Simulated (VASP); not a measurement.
# Al3GaN4 (R3m) in VASP: a series of runs

Al3GaN4 is run at these levels: PBEsol; tasks: single point.

Everything below comes from runs of VASP 6.6.1. Logs are shortened: lines on timing, memory, paths and dates and some standing lists are left out, and cuts for length are marked.

### 1 The cell of the first run

The structure is trigonal, space group R3m (No. 160). The conventional cell has a = 6.409 Å, b = 6.409 Å, c = 7.430 Å, α = 90.00°, β = 90.00°, γ = 120.00°. Within 2.4 Å of Al (site symmetry m) lie 4 N at 1.84 to 1.94 Å. Ga (site symmetry 3m) has 4 N at 1.90 to 1.99 Å within 2.5 Å. Within 2.4 Å of N (site symmetry m) lie 3 Al at 1.84 to 1.94 Å and 1 Ga at 1.99 Å. N (site symmetry 3m) has 1 Ga at 1.90 Å and 3 Al at 1.94 Å within 2.5 Å.

### 2 Single point, PBEsol

Input file INCAR:

```
ALGO     = Normal         # electronic algorithm
EDIFF    = 1E-7           # SCF threshold, eV
ENCUT    = 520            # plane-wave cutoff, eV
GGA      = PS             # functional
ISIF     = 2              # what is computed and relaxed
ISMEAR   = 0              # smearing method
LASPH    = T              # aspherical terms in the spheres
LCHARG   = F              # write CHGCAR
LREAL    = F              # projectors in reciprocal space
LWAVE    = F              # write WAVECAR
NBANDS   = 31             # bands
NELM     = 80             # most SCF steps
PREC     = Accurate       # precision mode
SIGMA    = 0.05           # smearing width, eV
```

Input file KPOINTS:

```
k-points
0
Gamma
  6 6 6
```

Input file POSCAR:

```
Al3GaN4
1.0
    4.4511896259     -0.0808706234     -0.0808706234
   -0.0808706234      4.4511896259     -0.0808706234
   -0.0808706234     -0.0808706234      4.4511896259
Al Ga N
3 1 4
Direct
    0.5000000000      0.5000000000      0.0000000000
    0.5000000000      0.0000000000      0.5000000000
    0.0000000000      0.5000000000      0.5000000000
    0.0000000000      0.0000000000      0.0000000000
    0.7447140287      0.7447140287      0.2552859713
    0.7447140287      0.2552859713      0.7447140287
    0.2552859713      0.7447140287      0.7447140287
    0.2552859713      0.2552859713      0.2552859713
```

Potentials or basis: VASP PAW PBE potentials, release 64 (Al, Ga_d, N).

The run is started by

```sh
$ cat potpaw_PBE.64/Al/POTCAR potpaw_PBE.64/Ga_d/POTCAR potpaw_PBE.64/N/POTCAR > POTCAR
$ mpirun -np 1 vasp_std > vasp.out
```

OUTCAR:

```text
EDIFF = 1E-7
   ENCUT = 520
   GGA = PS
   ISIF = 2
   ISMEAR = 0
   LASPH = T
   LREAL = F
   NELM = 80
   PREC = Accurate

 ion  position               nearest neighbor table
   1  0.500  0.500  0.000-   5 1.84   6 1.94   7 1.94   8 1.94   3 3.09   4 3.09   2 3.09   2 3.09
                             3 3.09   4 3.09   2 3.20   3 3.20   3 3.20   2 3.20
   2  0.500  0.000  0.500-   6 1.84   5 1.94   7 1.94   8 1.94   3 3.09   4 3.09   1 3.09   1 3.09
                             4 3.09   3 3.09   1 3.20   3 3.20   1 3.20   3 3.20
   3  0.000  0.500  0.500-   7 1.84   6 1.94   5 1.94   8 1.94   2 3.09   4 3.09   1 3.09   4 3.09
                             1 3.09   2 3.09   1 3.20   2 3.20   2 3.20   1 3.20
   4  0.000  0.000  0.000-   8 1.90   5 1.99   7 1.99   6 1.99   2 3.09   3 3.09   1 3.09   3 3.09
                             2 3.09   1 3.09
   5  0.745  0.745  0.255-   1 1.84   2 1.94   3 1.94   4 1.99
   6  0.745  0.255  0.745-   2 1.84   1 1.94   3 1.94   4 1.99
   7  0.255  0.745  0.745-   3 1.84   2 1.94   1 1.94   4 1.99
   8  0.255  0.255  0.255-   4 1.90   2 1.94   3 1.94   1 1.94

  LATTYP: Found a trigonal (rhomboedric) cell.
 ALAT       =     4.4526586666
 COS(alpha) =    -0.0359827910

  Lattice vectors:

 A1 = (   4.4511896259,  -0.0808706234,  -0.0808706234)
 A2 = (  -0.0808706234,   4.4511896259,  -0.0808706234)
 A3 = (  -0.0808706234,  -0.0808706234,   4.4511896259)

Analysis of symmetry for initial positions (statically):
=====================================================================
 Subroutine PRICEL returns:
 Original cell was already a primitive cell.

 Routine SETGRP: Setting up the symmetry group for a
 trigonal (rhombohedral) supercell.

 Subroutine GETGRP returns: Found  6 space group operations
 (whereof  6 operations were pure point group operations)
 out of a pool of 12 trial point group operations.

The static configuration has the point symmetry C_3v.

Analysis of symmetry for dynamics (positions and initial velocities):
=====================================================================
 Subroutine PRICEL returns:
 Original cell was already a primitive cell.

 Routine SETGRP: Setting up the symmetry group for a
 trigonal (rhombohedral) supercell.

 Subroutine GETGRP returns: Found  6 space group operations
 (whereof  6 operations were pure point group operations)
 out of a pool of 12 trial point group operations.

The dynamic configuration has the point symmetry C_3v.

 Subroutine INISYM returns: Found  6 space group operations
 (whereof  6 operations are pure point group operations),
 and found     1 'primitive' translations

[... 115 lines left out ...]
   TEBEG  =    0.0;   TEEND  =   0.0 temperature during run
   PSTRESS=    0.0 pullay stress
   NELECT =      42.0000    total number of electrons
   NUPDOWN=      -1.0000    fix difference up-down
   EMIN   =  10.00;   EMAX   =-10.00  energy-range for DOS
   EFERMI =   0.00;   METHOD = LEGACY
   ISMEAR =     0;   SIGMA  =   0.05  broadening in eV -4-tet -1-fermi 0-gaus
   EFERMI_NEDOS =   21; number of points for ismear=-14 and -15
   IALGO  =     38    algorithm
   IMIX   =      4    mixing-type and parameters
     AMIX     =   0.40;   BMIX     =  1.00
     AMIX_MAG =   1.60;   BMIX_MAG =  1.00
  volume/ion in A,a.u.               =      11.01        74.32
  Fermi-wavevector in a.u.,A,eV,Ry     =   1.278872  2.416717 22.252505  1.635513
  Thomas-Fermi vector in A             =   2.411390
   LORBIT       =      0    0 simple, 1 ext, 2 COOP (PROOUT), +10 PAW based schemes
   GGA     = PS    functional components
   LHFCALC =     F    Hartree Fock is set to
   AEXX    =    0.0000 exact exchange contribution
   IVDW    =     0    specifies the selected vdW correction
   LEPSILON=     F    determine dielectric tensor
   LRPA    =     F    only Hartree local field effects (RPA)
 non-spin polarized calculation
 Gauss-broadening in eV      SIGMA  =   0.05
  energy-cutoff  :      520.00
  volume of cell :       88.10
 maximum number of plane-waves:      2391
 NGX is ok and might be reduce to    36
   NGX = 17   NGY = 17   NGZ = 17

 number of electron      41.9999987 magnetization

 Free energy of the ion-electron system (eV)
  ---------------------------------------------------
  ext. energy  EPLUGINS =         0.00000000
  ---------------------------------------------------
  free energy    TOTEN  =       -59.68269976 eV

  energy without entropy =      -59.68269976  energy(sigma->0) =      -59.68269976

 E-fermi :   5.7772     XC(G=0): -11.1934

 val. band max:        5.4859995728   @ k =   0.0000   0.0000   0.0000
 cond. band min:       8.4623227205   @ k =   0.0000   0.0000   0.0000
 fundamental gap:      2.9763231477
 Fermi energy:         5.7772013922

 k-point     1 :       0.0000    0.0000    0.0000
  band No.  band energies     occupation
      1      -9.6403      2.00000
      2      -8.1438      2.00000
      3      -7.9539      2.00000
      4      -7.9539      2.00000
      5      -7.3018      2.00000
      6      -7.3018      2.00000
[... 805 lines left out ...]
     30      15.8559      0.00000
     31      16.1747      0.00000

 [... further k-points ...]

------------------------ aborting loop because EDIFF is reached ----------------------------------------

  FORCE on cell =-STRESS in cart. coord.  units (eV):
  Direction    XX          YY          ZZ          XY          YZ          ZX
  --------------------------------------------------------------------------------------
  -------------------------------------------------------------------------------------
  Total       -2.5557895     -2.5557895     -2.5557895      4.1675914      4.1675914      4.1675914
  in kB      -46.4775115    -46.4775115    -46.4775115     75.7884311     75.7884311     75.7884311
  external PRESSURE =     -46.4775115 kB  Pullay stress =       0.0000000 kB

 VOLUME and BASIS-vectors are now :
 -----------------------------------------------------------------------------
  energy-cutoff  :      520.00
  volume of cell :       88.10
      direct lattice vectors                 reciprocal lattice vectors
     4.451189626 -0.080870623 -0.080870623     0.224810203  0.004160003  0.004160003
    -0.080870623  4.451189626 -0.080870623     0.004160003  0.224810203  0.004160003
    -0.080870623 -0.080870623  4.451189626     0.004160003  0.004160003  0.224810203

 POSITION                                       TOTAL-FORCE (eV/Angst)
 -----------------------------------------------------------------------------------
      2.18516      2.18516     -0.08087        -0.338290     -0.338290     -0.390097
      2.18516     -0.08087      2.18516        -0.338290     -0.390097     -0.338290
     -0.08087      2.18516      2.18516        -0.390097     -0.338290     -0.338290
      0.00000      0.00000      0.00000        -0.352530     -0.352530     -0.352530
      3.23399      3.23399      1.01588         0.356456      0.356456      0.399193
      3.23399      1.01588      3.23399         0.356456      0.399193      0.356456
      1.01588      3.23399      3.23399         0.399193      0.356456      0.356456
      1.09504      1.09504      1.09504         0.307101      0.307101      0.307101
 -----------------------------------------------------------------------------------
    total drift:                               -0.000222     -0.000222     -0.000222

  FREE ENERGIE OF THE ION-ELECTRON SYSTEM (eV)
  ---------------------------------------------------
  free  energy   TOTEN  =       -59.6826997597 eV

  energy  without entropy=      -59.6826997597  energy(sigma->0) =      -59.68269976
```

OSZICAR:

```text
N       E                     dE             d eps       ncg     rms          rms(c)
DAV:   1     0.301922078658E+03    0.30192E+03   -0.19521E+04  2264   0.166E+03
DAV:   2    -0.256243746200E+02   -0.32755E+03   -0.30461E+03  2364   0.442E+02
DAV:   3    -0.665162446547E+02   -0.40892E+02   -0.40359E+02  2272   0.123E+02
DAV:   4    -0.681602394462E+02   -0.16440E+01   -0.16382E+01  2610   0.278E+01
DAV:   5    -0.682020799250E+02   -0.41840E-01   -0.41825E-01  2377   0.412E+00    0.159E+01
DAV:   6    -0.596720479732E+02    0.85300E+01   -0.26507E+01  3147   0.506E+01    0.550E+00
DAV:   7    -0.597706619898E+02   -0.98614E-01   -0.26945E+00  2377   0.101E+01    0.394E+00
DAV:   8    -0.597122891663E+02    0.58373E-01   -0.43882E-01  2737   0.544E+00    0.104E+00
DAV:   9    -0.596824657506E+02    0.29823E-01   -0.10000E-01  3017   0.383E+00    0.507E-01
DAV:  10    -0.596825455030E+02   -0.79752E-04   -0.14774E-02  2375   0.647E-01    0.197E-01
DAV:  11    -0.596826990003E+02   -0.15350E-03   -0.67233E-04  3200   0.209E-01    0.204E-02
DAV:  12    -0.596826999759E+02   -0.97559E-06   -0.90628E-05  2317   0.660E-02    0.159E-02
DAV:  13    -0.596826999419E+02    0.34063E-07   -0.61131E-06  3248   0.298E-02    0.828E-03
DAV:  14    -0.596826998276E+02    0.11420E-06   -0.21759E-06  2653   0.946E-03    0.356E-03
DAV:  15    -0.596826997597E+02    0.67972E-07   -0.29373E-07  2378   0.332E-03
   1 F= -.59682700E+02 E0= -.59682700E+02  d E =-.242624E-18
```

Run time: 74 s. Hardware: 1 thread of Intel Xeon Platinum 8488C (Sapphire Rapids), shared host; peak memory 0.24 GiB.

What came out:

| Item | Value |
| --- | --- |
| Free energy | -59.6827 eV |
| Pressure | -4.6 GPa |
| Largest force | 0.643 eV/Å |
| Band gap on the k mesh | 2.98 eV, direct |

Forces on the atoms (eV/Å):
```
Al  -0.338 -0.338 -0.390
Al  -0.338 -0.390 -0.338
Al  -0.390 -0.338 -0.338
Ga  -0.353 -0.353 -0.353
N    0.356  0.356  0.399
N    0.356  0.399  0.356
N    0.399  0.356  0.356
N    0.307  0.307  0.307
```

Caveat: the PAW data sets were made with another functional, which shifts forces and pressure a little.

### 3 Single point, PBEsol

Input file INCAR:

```
PREC = Accurate ; ENCUT = 520
EDIFF = 1E-7 ; ISMEAR = 0
SIGMA = 0.05 ; LREAL = False
LASPH = True ; NELM = 60
ALGO = Normal ; ISIF = 2
LWAVE = False ; LCHARG = False
GGA = PS ; NBANDS = 31
```

Input file KPOINTS:

```
regular mesh
0
Gamma
  6 6 6
```

Changes to POSCAR since step 2:

```diff
@@ -2,5 +2,5 @@
 1.0
-    4.4511896259     -0.0808706234     -0.0808706234
-   -0.0808706234      4.4511896259     -0.0808706234
-   -0.0808706234     -0.0808706234      4.4511896259
+    4.4511896259      0.0808706234      0.0808706234
+    0.0808706234      4.4511896259      0.0808706234
+    0.0808706234      0.0808706234      4.4511896259
 Al Ga N
```

Potentials or basis: VASP PAW PBE potentials, release 64 (Al, Ga_d, N).

The run is started by

```sh
$ cat potpaw_PBE.64/Al/POTCAR potpaw_PBE.64/Ga_d/POTCAR potpaw_PBE.64/N/POTCAR > POTCAR
$ mpirun -np 1 vasp_std > vasp.out
```

It took 95 s on 1 thread of Intel Xeon Platinum 8488C (Sapphire Rapids), shared host; peak memory 0.24 GiB.

Results (log left out):

| Quantity | Value |
| --- | --- |
| Free energy | -59.7032 eV |
| Pressure | -4.7 GPa |
| Largest force | 0.365 eV/Å |
| Band gap on the k mesh | 3.00 eV, direct |

Forces in eV/Å, atoms in the order of the input:
```
Al   0.188  0.188  0.217
Al   0.188  0.217  0.188
Al   0.217  0.188  0.188
Ga   0.197  0.197  0.197
N   -0.196 -0.196 -0.238
N   -0.196 -0.238 -0.196
N   -0.238 -0.196 -0.196
N   -0.160 -0.160 -0.160
```

Stress tensor (GPa, compression positive):
```
-4.74 -6.81 -6.81
-6.81 -4.74 -6.81
-6.81 -6.81 -4.74
```

Levels at points of the mesh, in eV from the valence-band top:
| k point | band 17 | band 18 | band 19 | band 20 | band 21 | band 22 | band 23 | band 24 | band 25 | band 26 |
| --- | --- | --- | --- | --- | --- | --- | --- | --- | --- | --- |
| (0.00, 0.00, 0.00) | -1.83 | -1.82 | -0.27 | 0.00 | 0.00 | 3.00 | 3.15 | 3.21 | 3.21 | 6.71 |
| (0.50, 0.00, 0.00) | -2.72 | -1.43 | -1.18 | -1.11 | -0.85 | 5.22 | 5.30 | 5.84 | 5.89 | 8.14 |
| (0.50, 0.50, 0.00) | -2.58 | -0.92 | -0.71 | -0.60 | -0.51 | 6.78 | 7.19 | 7.28 | 7.48 | 7.74 |
| (0.50, 0.50, 0.50) | -0.65 | -0.65 | -0.58 | -0.35 | -0.35 | 5.05 | 6.41 | 6.41 | 6.91 | 9.01 |

Caveat: the PAW data sets were made with another functional, which shifts forces and pressure a little. A k mesh can miss the band edges.

### 4 Single point, PBEsol

This run uses another cell than the first one, of 10.98 Å³/atom, 0.997 times its volume.

Input file INCAR:

```
  PREC = Accurate
  ENCUT = 520
  EDIFF = 1E-6
  ISMEAR = 0
  SIGMA = 0.05
  LREAL = F
  LASPH = T
  NELM = 100
  ALGO = Normal
  ISIF = 2
  LWAVE = F
  LCHARG = T
  GGA = PS
  LELF = T
  LVHAR = T
  NBANDS = 31
```

Input file KPOINTS:

```
Automatic mesh
0
Gamma
  6 6 6
```

Changes to POSCAR since step 3:

```diff
@@ -2,5 +2,5 @@
 1.0
-    4.4511896259      0.0808706234      0.0808706234
-    0.0808706234      4.4511896259      0.0808706234
-    0.0808706234      0.0808706234      4.4511896259
+    4.4511896259     -0.1615208909     -0.1615208909
+   -0.1615208909      4.4511896259     -0.1615208909
+   -0.1615208909     -0.1615208909      4.4511896259
 Al Ga N
```

The run is started by

```sh
$ cat potpaw_PBE.64/Al/POTCAR potpaw_PBE.64/Ga_d/POTCAR potpaw_PBE.64/N/POTCAR > POTCAR
$ mpirun -np 1 vasp_std > vasp.out
```

Wall time 80 s (1 thread of Intel Xeon Platinum 8488C (Sapphire Rapids), shared host); peak memory 0.24 GiB.

Results (log left out):

```yaml
Free_energy: -58.9622 eV
Pressure: -1.5 GPa
Largest_force: 1.668 eV/Å
Band_gap_on_the_k_mesh: 2.71 eV, direct
```

Forces in eV/Å, atoms in the order of the input:
```
Al  -0.889 -0.889 -1.020
Al  -0.889 -1.020 -0.889
Al  -1.020 -0.889 -0.889
Ga  -0.921 -0.921 -0.921
N    0.924  0.924  1.036
N    0.924  1.036  0.924
N    1.036  0.924  0.924
N    0.835  0.835  0.835
```

Stress tensor (GPa, compression positive):
```
-1.50 16.21 16.21
16.21 -1.50 16.21
16.21 16.21 -1.50
```

Levels at points of the mesh, in eV from the valence-band top:
| k point | band 17 | band 18 | band 19 | band 20 | band 21 | band 22 | band 23 | band 24 | band 25 | band 26 |
| --- | --- | --- | --- | --- | --- | --- | --- | --- | --- | --- |
| (0.00, 0.00, 0.00) | -1.68 | -1.68 | -0.38 | -0.38 | 0.00 | 2.71 | 2.89 | 2.89 | 3.02 | 6.81 |
| (0.50, 0.00, 0.00) | -2.88 | -1.76 | -1.50 | -1.09 | -0.84 | 4.96 | 5.02 | 5.58 | 5.63 | 8.09 |
| (0.50, 0.50, 0.00) | -2.60 | -1.13 | -0.97 | -0.67 | -0.53 | 6.30 | 7.00 | 7.03 | 7.11 | 7.76 |
| (0.50, 0.50, 0.50) | -0.66 | -0.66 | -0.57 | -0.57 | -0.38 | 4.73 | 6.08 | 6.63 | 6.63 | 8.78 |

Caveat: the PAW data sets were made with another functional, which shifts forces and pressure a little. A k mesh can miss the band edges.

### 5 Overview

```csv
cell,gap on the mesh (eV),pressure (GPa),largest force (eV/Å)
"a = 4.453 Å, angles 92.1°, 8 atoms",2.98,-4.6,0.64
"a = 4.453 Å, angles 87.9°, 8 atoms",3.00,-4.7,0.37
"a = 4.457 Å, angles 94.1°, 8 atoms",2.71,-1.5,1.67
```

Alike in all rows: task single point; level PBEsol; potentials or basis VASP PAW PBE potentials, release 64 (Al, Ga_d, N); no spin polarisation; k mesh 6 × 6 × 6; cutoff (eV) 520; smearing gaussian 0.05 eV.

Caveats: the PAW data sets were made with another functional, which shifts forces and pressure a little.

Absolute energies hang on the potentials; compare differences alone.
